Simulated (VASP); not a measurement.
# TeF3 (P4/mmm) in VASP: a series of runs

TeF3 is run at these levels: PBE; tasks: single point.

All numbers are computed with VASP 6.6.1; they aren't measurements. Logs are shortened: lines on timing, memory, paths and dates and some standing lists are left out, and cuts for length are marked.

## (1) The cell of the first run

It takes space group P4/mmm (No. 123, tetragonal). The conventional cell has a = 4.101 Å, b = 4.101 Å, c = 4.129 Å, α = 90.00°, β = 90.00°, γ = 90.00°. Within 1.9 Å of Te (site symmetry 4/mmm) lie 2 F at 1.39 Å. F (site symmetry 4mm) has 1 F at 1.35 Å and 1 Te at 1.39 Å within 1.8 Å. Within 3.8 Å of F (site symmetry 4/mmm) lie 4 Te at 2.90 Å and 8 F at 3.22 Å.

The cell was generated, and may not be a known phase.

## (2) Single point, PBE

File INCAR:

```
ALGO = Normal
EDIFF = 1E-6
ENCUT = 520
GGA = PE
ISIF = 2
ISMEAR = 0
LASPH = T
LCHARG = T
LELF = T
LREAL = F
LVHAR = T
LWAVE = F
NBANDS = 22
NELM = 60
PREC = Accurate
SIGMA = 0.1
```

File KPOINTS:

```
k-points
0
Gamma
  4 4 4
```

File POSCAR:

```
TeF3
1.0
    4.1012166500      0.0000000000      0.0000000000
    0.0000000000      4.1012166500      0.0000000000
    0.0000000000      0.0000000000      4.1287099900
Te F
1 3
Direct
    0.0000000000      0.0000000000      0.0000000000
    0.0000000000      0.0000000000      0.3366560800
    0.0000000000      0.0000000000      0.6633439200
    0.5000000000      0.5000000000      0.0000000000
```

Potentials or basis: VASP PAW PBE potentials, release 64 (Te, F).

Run with:

```
cat potpaw_PBE.64/Te/POTCAR potpaw_PBE.64/F/POTCAR > POTCAR
mpirun -np 1 vasp_std > vasp.out
```

OUTCAR:

```text
EDIFF = 1E-6
   ENCUT = 520
   GGA = PE
   ISIF = 2
   ISMEAR = 0
   LASPH = T
   LREAL = F
   NELM = 60
   PREC = Accurate

 ion  position               nearest neighbor table
   1  0.000  0.000  0.000-   2 1.39   3 1.39   3 2.74   2 2.74
   2  0.000  0.000  0.337-   3 1.35   1 1.39   1 2.74
   3  0.000  0.000  0.663-   2 1.35   1 1.39   1 2.74
   4  0.500  0.500  0.000-

 -----------------------------------------------------------------------------
|                                                                             |
|           W    W    AA    RRRRR   N    N  II  N    N   GGGG   !!!           |
|           W    W   A  A   R    R  NN   N  II  NN   N  G    G  !!!           |
|           W    W  A    A  R    R  N N  N  II  N N  N  G       !!!           |
|           W WW W  AAAAAA  RRRRR   N  N N  II  N  N N  G  GGG   !            |
|           WW  WW  A    A  R   R   N   NN  II  N   NN  G    G                |
|           W    W  A    A  R    R  N    N  II  N    N   GGGG   !!!           |
|                                                                             |
|     The distance between some ions is very small. Please check the          |
|     nearest-neighbor list in the OUTCAR file.                               |
|     I HOPE YOU KNOW WHAT YOU ARE DOING!                                     |
|                                                                             |
 -----------------------------------------------------------------------------

  LATTYP: Found a simple tetragonal cell.
 ALAT       =     4.1012166500
 C/A-ratio  =     1.0067037034

  Lattice vectors:

 A1 = (   4.1012166500,   0.0000000000,   0.0000000000)
 A2 = (   0.0000000000,   4.1012166500,   0.0000000000)
 A3 = (   0.0000000000,   0.0000000000,   4.1287099900)

Analysis of symmetry for initial positions (statically):
=====================================================================
 Subroutine PRICEL returns:
 Original cell was already a primitive cell.

 Routine SETGRP: Setting up the symmetry group for a
 simple tetragonal supercell.

 Subroutine GETGRP returns: Found 16 space group operations
 (whereof 16 operations were pure point group operations)
 out of a pool of 16 trial point group operations.

The static configuration has the point symmetry D_4h.

Analysis of symmetry for dynamics (positions and initial velocities):
=====================================================================
 Subroutine PRICEL returns:
[... 108 lines left out ...]
   EDIFFG = 0.1E-04   stopping-criterion for IOM
   NSW    =      0    number of steps for IOM
   IBRION =     -1    ionic relax: 0-MD 1-quasi-New 2-CG
   NFREE  =      0    steps in history (QN), initial steepest desc. (CG)
   ISIF   =      2    stress and relaxation
   ISYM   =      2    0-nonsym 1-usesym 2-fastsym
   POTIM  = 0.5000    time-step for ionic-motion
   TEBEG  =    0.0;   TEEND  =   0.0 temperature during run
   PSTRESS=    0.0 pullay stress
   NELECT =      27.0000    total number of electrons
   NUPDOWN=      -1.0000    fix difference up-down
   EMIN   =  10.00;   EMAX   =-10.00  energy-range for DOS
   EFERMI =   0.00;   METHOD = LEGACY
   ISMEAR =     0;   SIGMA  =   0.10  broadening in eV -4-tet -1-fermi 0-gaus
   EFERMI_NEDOS =   21; number of points for ismear=-14 and -15
   IALGO  =     38    algorithm
   IMIX   =      4    mixing-type and parameters
     AMIX     =   0.40;   BMIX     =  1.00
     AMIX_MAG =   1.60;   BMIX_MAG =  1.00
  volume/ion in A,a.u.               =      17.36       117.16
  Fermi-wavevector in a.u.,A,eV,Ry     =   1.194858  2.257953 19.424830  1.427685
  Thomas-Fermi vector in A             =   2.330837
   LORBIT       =      0    0 simple, 1 ext, 2 COOP (PROOUT), +10 PAW based schemes
   GGA     = PE    functional components
   LHFCALC =     F    Hartree Fock is set to
   AEXX    =    0.0000 exact exchange contribution
   IVDW    =     0    specifies the selected vdW correction
   LEPSILON=     F    determine dielectric tensor
   LRPA    =     F    only Hartree local field effects (RPA)
 non-spin polarized calculation
 Gauss-broadening in eV      SIGMA  =   0.10
  energy-cutoff  :      520.00
  volume of cell :       69.44
 maximum number of plane-waves:      1881
 NGX is ok and might be reduce to    32
   NGX = 15   NGY = 15   NGZ = 15

 number of electron      27.0000027 magnetization

 Free energy of the ion-electron system (eV)
  ---------------------------------------------------
  ext. energy  EPLUGINS =         0.00000000
  ---------------------------------------------------
  free energy    TOTEN  =        15.93435372 eV

  energy without entropy =       15.95029173  energy(sigma->0) =       15.94232273

 E-fermi :   4.4582     XC(G=0):  -8.3714

 val. band max:        4.4392175392   @ k =   0.5000   0.0000   0.0000
 cond. band min:       4.4652189610   @ k =   0.2500   0.2500   0.0000
 fundamental gap:      0.0260014218
 Fermi energy:         4.4582357361

 k-point     1 :       0.0000    0.0000    0.0000
  band No.  band energies     occupation
      1     -29.2723      2.00000
      2     -27.1979      2.00000
      3     -18.0523      2.00000
      4     -15.0500      2.00000
      5      -9.8606      2.00000
      6      -9.8606      2.00000
[... 439 lines left out ...]
     21      16.8299      0.00000
     22      17.7314      0.00000

------------------------ aborting loop because EDIFF is reached ----------------------------------------

  FORCE on cell =-STRESS in cart. coord.  units (eV):
  Direction    XX          YY          ZZ          XY          YZ          ZX
  --------------------------------------------------------------------------------------
  -------------------------------------------------------------------------------------
  Total       -2.5797535     -2.5797535    198.7855062      0.0000000      0.0000000     -0.0000000
  in kB      -59.5180904    -59.5180904   4586.2264709      0.0000000      0.0000000     -0.0000000
  external PRESSURE =    1489.0634301 kB  Pullay stress =       0.0000000 kB

 VOLUME and BASIS-vectors are now :
 -----------------------------------------------------------------------------
  energy-cutoff  :      520.00
  volume of cell :       69.44
      direct lattice vectors                 reciprocal lattice vectors
     4.101216650  0.000000000  0.000000000     0.243830084  0.000000000  0.000000000
     0.000000000  4.101216650  0.000000000     0.000000000  0.243830084  0.000000000
     0.000000000  0.000000000  4.128709990     0.000000000  0.000000000  0.242206404

 POSITION                                       TOTAL-FORCE (eV/Angst)
 -----------------------------------------------------------------------------------
      0.00000      0.00000      0.00000         0.000000      0.000000     -0.000000
      0.00000      0.00000      1.38996         0.000000      0.000000     20.370738
      0.00000      0.00000      2.73875         0.000000      0.000000    -20.370738
      2.05061      2.05061      0.00000         0.000000      0.000000     -0.000000
 -----------------------------------------------------------------------------------
    total drift:                                0.000000     -0.000000     -0.000000

  FREE ENERGIE OF THE ION-ELECTRON SYSTEM (eV)
  ---------------------------------------------------
  free  energy   TOTEN  =        15.9343537231 eV

  energy  without entropy=       15.9502917294  energy(sigma->0) =       15.94232273
```

stdout:

```text
POSCAR found type information on POSCAR TeF
 POSCAR found :  2 types and       4 ions
 scaLAPACK will be used
 LDA part: xc-table for (Slater+PW92), standard interpolation
 -----------------------------------------------------------------------------
|                                                                             |
|           W    W    AA    RRRRR   N    N  II  N    N   GGGG   !!!           |
|           W    W   A  A   R    R  NN   N  II  NN   N  G    G  !!!           |
|           W    W  A    A  R    R  N N  N  II  N N  N  G       !!!           |
|           W WW W  AAAAAA  RRRRR   N  N N  II  N  N N  G  GGG   !            |
|           WW  WW  A    A  R   R   N   NN  II  N   NN  G    G                |
|           W    W  A    A  R    R  N    N  II  N    N   GGGG   !!!           |
|                                                                             |
|     The distance between some ions is very small. Please check the          |
|     nearest-neighbor list in the OUTCAR file.                               |
|     I HOPE YOU KNOW WHAT YOU ARE DOING!                                     |
|                                                                             |
 -----------------------------------------------------------------------------

 POSCAR, INCAR and KPOINTS ok, starting setup
 FFT: planning ... GRIDC
 FFT: planning ... GRID_SOFT
 FFT: planning ... GRID
 WAVECAR not read
 entering main loop
```

It took 13 s on 1 thread of Intel Xeon 6975P-C (Granite Rapids), shared host; peak memory 0.18 GiB.

Results:

* Free energy: 15.9344 eV
* Pressure: 148.9 GPa
* Largest force: 20.371 eV/Å
* Band gap on the k mesh: zero (an odd number of electrons rules out a gap without spin polarisation)

Forces on the atoms (eV/Å):
```
Te    0.000   0.000   0.000
F     0.000   0.000  20.371
F     0.000   0.000 -20.371
F     0.000   0.000   0.000
```

Stress tensor (GPa, compression positive):
```
 -5.95   0.00   0.00
  0.00  -5.95   0.00
  0.00   0.00 458.62
```

Caveat: the k points lie up to 0.38 Å⁻¹ apart, too coarse for converged energies and pressures of a metal; spin-orbit coupling is left out, which moves the levels of the heavy elements; an odd number of electrons without spin polarisation forces a metal; a magnetic or distorted state may lie lower.

## (3) Single point, PBE

This run uses another cell than the first one, of 22.81 Å³/atom.

File INCAR:

```
SYSTEM = TeF3
PREC = Accurate
ENCUT = 520
EDIFF = 1E-6
ISMEAR = 0
SIGMA = 0.1
LREAL = .FALSE.
LASPH = .TRUE.
NELM = 60
ALGO = Normal
ISIF = 2
LWAVE = .FALSE.
LCHARG = .FALSE.
GGA = PE
NBANDS = 22
```

File KPOINTS:

```
Automatic mesh
0
G
  4 4 4
  0 0 0
```

File POSCAR:

```
TeF3
1.0
    3.6262682352      0.0000000000      0.0000000000
    0.0000000000      3.6262682352      0.0000000000
    0.0000000000      0.0000000000      6.9393285235
Te F
1 3
Direct
    0.0000000000      0.0000000000      0.0000000000
    0.0000000000      0.0000000000      0.2835750017
    0.0000000000      0.0000000000      0.7164249983
    0.5000000000      0.5000000000      0.0000000000
```

Potentials or basis: VASP PAW PBE potentials, release 64 (Te, F).

Run with:

```
cat potpaw_PBE.64/Te/POTCAR potpaw_PBE.64/F/POTCAR > POTCAR
mpirun -np 1 vasp_std > vasp.out
```

It took 34 s on 1 thread of Intel Xeon 6975P-C (Granite Rapids), shared host; peak memory 0.2 GiB.

The run converged. Its results:

* Free energy: -14.3770 eV
* Pressure: -0.2 GPa
* Largest force: 0.008 eV/Å
* Band gap on the k mesh: zero (an odd number of electrons rules out a gap without spin polarisation)

Forces on the atoms (eV/Å):
```
Te   0.000  0.000  0.000
F    0.000  0.000 -0.008
F    0.000  0.000  0.008
F    0.000  0.000  0.000
```

Stress tensor (GPa, compression positive):
```
-0.34  0.00  0.00
 0.00 -0.34  0.00
 0.00  0.00 -0.02
```

Levels at points of the mesh, in eV from the Fermi level:
```tsv
k point	band 9	band 10	band 11	band 12	band 13	band 14	band 15	band 16	band 17	band 18
(0.00, 0.00, 0.00)	-3.35	-3.35	-3.19	-3.19	-2.87	2.32	2.32	4.19	6.03	6.64
(0.50, 0.00, 0.00)	-4.48	-3.63	-3.27	-3.15	-1.86	-1.21	1.20	4.61	8.96	8.98
(0.50, 0.50, 0.00)	-3.51	-3.51	-3.50	-3.50	-2.41	1.05	1.05	5.89	8.78	9.11
(0.00, 0.00, 0.50)	-3.31	-3.31	-3.24	-3.24	-2.45	2.33	2.33	3.70	6.03	8.07
(0.50, 0.00, 0.50)	-4.50	-3.59	-3.33	-3.20	-1.57	-1.17	1.21	4.30	8.58	9.13
(0.50, 0.50, 0.50)	-3.58	-3.58	-3.45	-3.45	-2.05	1.06	1.06	5.63	9.07	9.09
```

Caveat: the k points lie up to 0.43 Å⁻¹ apart, too coarse for converged energies and pressures of a metal; spin-orbit coupling is left out, which moves the levels of the heavy elements; this functional lacks dispersion, which binds layers or chains, so the pressure and a relaxed spacing across them are unreliable; an odd number of electrons without spin polarisation forces a metal; a magnetic or distorted state may lie lower.

The gap in the log of VASP goes by the Fermi energy; the results here count the filled bands.